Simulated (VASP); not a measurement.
# AlNi (F-43m) in VASP: relaxation of cell and atoms with r2SCAN

Aim: the relaxation of cell and atoms of AlNi with r2SCAN.

All numbers are computed with VASP 6.6.1; they aren't measurements. Logs are shortened: lines on timing, memory, paths and dates and some standing lists are left out, and cuts for length are marked.

**1. The cell of the first run**

The structure is cubic, space group F-43m (No. 216). The conventional cell has a = 5.311 Å, b = 5.311 Å, c = 5.311 Å, α = 90.00°, β = 90.00°, γ = 90.00°. Al (site symmetry -43m) has 4 Ni at 2.30 Å within 3.0 Å. Ni (site symmetry -43m) has 4 Al at 2.30 Å within 3.0 Å.

**2. Relaxation of cell and atoms, r2SCAN**

POSCAR reads:

```
AlNi
1.0
    0.0000000000      2.6554337207      2.6554337207
    2.6554337207      0.0000000000      2.6554337207
    2.6554337207      2.6554337207      0.0000000000
Al Ni
1 1
Direct
    0.0000000000      0.0000000000      0.0000000000
    0.2500000000      0.2500000000      0.2500000000
```

INCAR.step1 reads:

```
  PREC = Accurate
  ENCUT = 600
  ISMEAR = 0
  SIGMA = 0.1
  LREAL = F
  LASPH = T
  NELM = 100
  GGA = PE
  ALGO = Normal
  EDIFF = 1E-4
  LWAVE = T
  LCHARG = F
```

INCAR.step2 reads:

```
  PREC = Accurate
  ENCUT = 600
  EDIFF = 1E-7
  ISMEAR = 0
  SIGMA = 0.1
  LREAL = F
  LASPH = T
  NELM = 100
  ALGO = Normal
  ISIF = 3
  LWAVE = F
  LCHARG = F
  METAGGA = R2SCAN
  LMIXTAU = T
  IBRION = 2
  NSW = 100
  EDIFFG = -0.01
  ISTART = 1
```

KPOINTS reads:

```
regular mesh
0
Gamma
  18 18 18
```

Potentials or basis: VASP PAW PBE potentials, release 64 (Al, Ni).

The run is started by

```console
cat potpaw_PBE.64/Al/POTCAR potpaw_PBE.64/Ni/POTCAR > POTCAR
cp INCAR.step1 INCAR
mpirun -np 1 vasp_std > vasp.out
cp INCAR.step2 INCAR
mpirun -np 1 vasp_std > vasp.out
```

OUTCAR:

```text
PREC = Accurate
   ENCUT = 600
   EDIFF = 1E-7
   ISMEAR = 0
   LREAL = F
   LASPH = T
   NELM = 100
   ISIF = 3
   METAGGA = R2SCAN
   IBRION = 2
   NSW = 100
   EDIFFG = -0.01
   ISTART = 1

 ion  position               nearest neighbor table
   1  0.000  0.000  0.000-   2 2.30   2 2.30   2 2.30   2 2.30
   2  0.250  0.250  0.250-   1 2.30   1 2.30   1 2.30   1 2.30

  LATTYP: Found a face centered cubic cell.
 ALAT       =     5.3108674414

  Lattice vectors:

 A1 = (   0.0000000000,   2.6554337207,   2.6554337207)
 A2 = (   2.6554337207,   0.0000000000,   2.6554337207)
 A3 = (   2.6554337207,   2.6554337207,   0.0000000000)

Analysis of symmetry for initial positions (statically):
=====================================================================
 Subroutine PRICEL returns:
 Original cell was already a primitive cell.

 Routine SETGRP: Setting up the symmetry group for a
 face centered cubic supercell.

 Subroutine GETGRP returns: Found 24 space group operations
 (whereof 24 operations were pure point group operations)
 out of a pool of 48 trial point group operations.

The static configuration has the point symmetry T_d .

Analysis of symmetry for dynamics (positions and initial velocities):
=====================================================================
 Subroutine PRICEL returns:
 Original cell was already a primitive cell.

 Routine SETGRP: Setting up the symmetry group for a
 face centered cubic supercell.

 Subroutine GETGRP returns: Found 24 space group operations
 (whereof 24 operations were pure point group operations)
 out of a pool of 48 trial point group operations.

The dynamic configuration has the point symmetry T_d .

 Subroutine INISYM returns: Found 24 space group operations
 (whereof 24 operations are pure point group operations),
 and found     1 'primitive' translations

----------------------------------------------------------------------------------------

                                     Primitive cell

  volume of cell :      37.4487

  direct lattice vectors                    reciprocal lattice vectors
     0.000000000  2.655433721  2.655433721    -0.188293158  0.188293158  0.188293158
     2.655433721  0.000000000  2.655433721     0.188293158 -0.188293158  0.188293158
     2.655433721  2.655433721  0.000000000     0.188293158  0.188293158 -0.188293158

  length of vectors
     3.755350382  3.755350382  3.755350382     0.326133316  0.326133316  0.326133316

  position of ions in fractional coordinates (direct lattice)
     0.000000000  0.000000000  0.000000000
     0.250000000  0.250000000  0.250000000

  ion indices of the primitive-cell ions
   primitive index   ion index
                 1           1
                 2           2

----------------------------------------------------------------------------------------

 KPOINTS: regular mesh

Automatic generation of k-mesh.
 Grid dimensions read from file:
 generate k-points for:   18   18   18

 Generating k-lattice:

  Cartesian coordinates                     Fractional coordinates (reciprocal lattice)
    -0.010460731  0.010460731  0.010460731     0.055555556  0.000000000  0.000000000
     0.010460731 -0.010460731  0.010460731     0.000000000  0.055555556  0.000000000
     0.010460731  0.010460731 -0.010460731     0.000000000  0.000000000  0.055555556

  Length of vectors
     0.018118518  0.018118518  0.018118518

  Shift w.r.t. Gamma in fractional coordinates (k-lattice)
     0.000000000  0.000000000  0.000000000

 Subroutine IBZKPT returns following result:
 ===========================================

 Found    195 irreducible k-points:
[... 55 lines left out ...]
   TEBEG  =    0.0;   TEEND  =   0.0 temperature during run
   PSTRESS=    0.0 pullay stress
   NELECT =      13.0000    total number of electrons
   NUPDOWN=      -1.0000    fix difference up-down
   EMIN   =  10.00;   EMAX   =-10.00  energy-range for DOS
   EFERMI =   0.00;   METHOD = LEGACY
   ISMEAR =     0;   SIGMA  =   0.10  broadening in eV -4-tet -1-fermi 0-gaus
   EFERMI_NEDOS =   21; number of points for ismear=-14 and -15
   IALGO  =     38    algorithm
   IMIX   =      4    mixing-type and parameters
     AMIX     =   0.40;   BMIX     =  1.00
     AMIX_MAG =   1.60;   BMIX_MAG =  1.00
  volume/ion in A,a.u.               =      18.72       126.36
  Fermi-wavevector in a.u.,A,eV,Ry     =   1.150563  2.174249 18.011334  1.323796
  Thomas-Fermi vector in A             =   2.287226
   LORBIT       =      0    0 simple, 1 ext, 2 COOP (PROOUT), +10 PAW based schemes
   METAGGA = R2SCAN    functional components
   LHFCALC =     F    Hartree Fock is set to
   AEXX    =    0.0000 exact exchange contribution
   IVDW    =     0    specifies the selected vdW correction
   LEPSILON=     F    determine dielectric tensor
   LRPA    =     F    only Hartree local field effects (RPA)
 conjugate gradient relaxation of ions
 non-spin polarized calculation
 Gauss-broadening in eV      SIGMA  =   0.10
  energy-cutoff  :      600.00
  volume of cell :       37.45
 maximum number of plane-waves:      1272
 NGX is ok and might be reduce to    30
   NGX = 15   NGY = 15   NGZ = 15

--------------------------------------- Ionic step        1  -------------------------------------------

 number of electron      13.0000009 magnetization

 Free energy of the ion-electron system (eV)
  ---------------------------------------------------
  ext. energy  EPLUGINS =         0.00000000
  ---------------------------------------------------
  free energy    TOTEN  =       -17.53585918 eV

  energy without entropy =      -17.53246270  energy(sigma->0) =      -17.53416094

------------------------ aborting loop because EDIFF is reached ----------------------------------------

  FORCE on cell =-STRESS in cart. coord.  units (eV):
  Direction    XX          YY          ZZ          XY          YZ          ZX
  --------------------------------------------------------------------------------------
  -------------------------------------------------------------------------------------
  Total       -0.0467316     -0.0467316     -0.0467316      0.0000000      0.0000000      0.0000000
  in kB       -1.9993319     -1.9993319     -1.9993319      0.0000000      0.0000000      0.0000000
  external PRESSURE =      -1.9993319 kB  Pullay stress =       0.0000000 kB

 VOLUME and BASIS-vectors are now :
 -----------------------------------------------------------------------------
  energy-cutoff  :      600.00
  volume of cell :       37.45
      direct lattice vectors                 reciprocal lattice vectors
     0.000000000  2.655433721  2.655433721    -0.188293158  0.188293158  0.188293158
     2.655433721  0.000000000  2.655433721     0.188293158 -0.188293158  0.188293158
     2.655433721  2.655433721  0.000000000     0.188293158  0.188293158 -0.188293158

 POSITION                                       TOTAL-FORCE (eV/Angst)
 -----------------------------------------------------------------------------------
      0.00000      0.00000      0.00000         0.000000      0.000000      0.000000
      1.32772      1.32772      1.32772        -0.000000     -0.000000     -0.000000
 -----------------------------------------------------------------------------------
    total drift:                                0.000000      0.000000      0.000000

  FREE ENERGIE OF THE ION-ELECTRON SYSTEM (eV)
  ---------------------------------------------------
  free  energy   TOTEN  =       -17.5358591827 eV

  energy  without entropy=      -17.5324626952  energy(sigma->0) =      -17.53416094

--------------------------------------- Ionic step        2  -------------------------------------------

 number of electron      13.0000010 magnetization

 Free energy of the ion-electron system (eV)
  ---------------------------------------------------
  ext. energy  EPLUGINS =         0.00000000
  ---------------------------------------------------
  free energy    TOTEN  =       -17.53592411 eV

  energy without entropy =      -17.53254679  energy(sigma->0) =      -17.53423545

 E-fermi :   4.5371     XC(G=0): -10.3476

 val. band max:        4.5177155621   @ k =  -0.4444   0.3889   0.1111
 cond. band min:       4.5444789935   @ k =   0.4444   0.1667   0.0556
 fundamental gap:      0.0267634314
 Fermi energy:         4.5370829391

 k-point     1 :       0.0000    0.0000    0.0000
  band No.  band energies     occupation
      1      -3.6962      2.00000
      2       2.4851      2.00000
      3       2.4851      2.00000
      4       2.4851      2.00000
      5       3.1143      2.00000
      6       3.1143      2.00000
      7      11.9026      0.00000
      8      11.9026      0.00000
      9      11.9026      0.00000
     10      12.7528      0.00000
[... 287 lines left out ...]
 k-point    24 :      -0.2222    0.0556    0.0000
  band No.  band energies     occupation
      1      -2.7319      2.00000
      2       2.2794      2.00000
      3       2.5782      2.00000
      4       2.5953      2.00000
      5       3.0721      2.00000
      6       3.1482      2.00000
      7       6.7960      0.00000
      8       9.6016      0.00000
      9      10.8202      0.00000
     10      13.6618      0.00000

 [... further k-points ...]

------------------------ aborting loop because EDIFF is reached ----------------------------------------

  FORCE on cell =-STRESS in cart. coord.  units (eV):
  Direction    XX          YY          ZZ          XY          YZ          ZX
  --------------------------------------------------------------------------------------
  -------------------------------------------------------------------------------------
  Total        0.0122993      0.0122993      0.0122993      0.0000000     -0.0000000      0.0000000
  in kB        0.5279893      0.5279893      0.5279893      0.0000000     -0.0000000      0.0000000
  external PRESSURE =       0.5279893 kB  Pullay stress =       0.0000000 kB

 VOLUME and BASIS-vectors are now :
 -----------------------------------------------------------------------------
  energy-cutoff  :      600.00
  volume of cell :       37.32
      direct lattice vectors                 reciprocal lattice vectors
    -0.000000000  2.652440441  2.652440441    -0.188505646  0.188505646  0.188505646
     2.652440441  0.000000000  2.652440441     0.188505646 -0.188505646  0.188505646
     2.652440441  2.652440441  0.000000000     0.188505646  0.188505646 -0.188505646

 POSITION                                       TOTAL-FORCE (eV/Angst)
 -----------------------------------------------------------------------------------
      2.65244      2.65244      0.00000         0.000000      0.000000      0.000000
      1.32622      1.32622      1.32622        -0.000000     -0.000000     -0.000000
 -----------------------------------------------------------------------------------
    total drift:                               -0.000000     -0.000000     -0.000000

  FREE ENERGIE OF THE ION-ELECTRON SYSTEM (eV)
  ---------------------------------------------------
  free  energy   TOTEN  =       -17.5359241053 eV

  energy  without entropy=      -17.5325467909  energy(sigma->0) =      -17.53423545

 reached required accuracy - stopping structural energy minimisation
```

Run time: 4.6 min. Hardware: 1 thread of Intel Xeon 6975P-C (Granite Rapids), shared host; peak memory 0.26 GiB.

What came out:

| Property | Result |
| --- | --- |
| Free energy | -17.5359 eV |
| Relaxed volume | 18.66 Å³/atom |
| Relaxed cell | a = 3.751 Å, b = 3.751 Å, c = 3.751 Å, α = 60.00°, β = 60.00°, γ = 60.00° |
| Space group after relaxing (to 0.05 Å) | F-43m (No. 216) |
| Energy gained by relaxing | 0.0 meV/atom |
| Ionic steps | 2 |
| Pressure after relaxing | 0.1 GPa |

Final structure:
```
Al Ni
1.0
     0.00000    2.65244    2.65244
     2.65244    0.00000    2.65244
     2.65244    2.65244    0.00000
Al Ni
1 1
Direct
  0.00000 0.00000 0.00000
  0.25000 0.25000 0.25000
```

Caveat: the PAW data sets were made with another functional, which shifts forces and pressure a little. Spin polarisation is off, so any magnetic state and its effect on volume and gap are missing.
